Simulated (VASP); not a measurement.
Cl2, 2 atoms in the cell. The cell holds a molecule in a box, 2 atoms: a = 15.000 Å, b = 15.500 Å, c = 16.000 Å, α = 90.00°, β = 90.00°, γ = 90.00°. 

```yaml
Program: VASP 6.6.1
Task: single point
Functional: PBE
Dispersion: D3(BJ)
Potentials_or_basis: VASP PAW PBE potentials, release 64 (Cl)
Cutoff: 520 eV
k_mesh: 1 × 1 × 1
Occupations: gaussian, width 0.005 eV
Spin: no spin polarisation
Dipole_correction: no
Further_INCAR_settings: ALGO = Normal; EDIFF = 1e-06; NBANDS = 14; ISYM = 0
```

Potentials or basis: VASP PAW PBE potentials, release 64 (Cl).

Run with:

```bash
$ cat potpaw_PBE.64/Cl/POTCAR > POTCAR
$ mpirun -np 1 vasp_gam > vasp.out
```

Hardware: 1 thread of Intel(R) Xeon(R) 6975P-C (Granite Rapids), with other jobs on the host.

Task: How long does it take, and how much memory?

Result: Wall time 2.2 min on 1 thread of Intel(R) Xeon(R) 6975P-C (Granite Rapids), on a shared host, peak memory 2 GiB. Counts: scf iterations 21, k points 1.
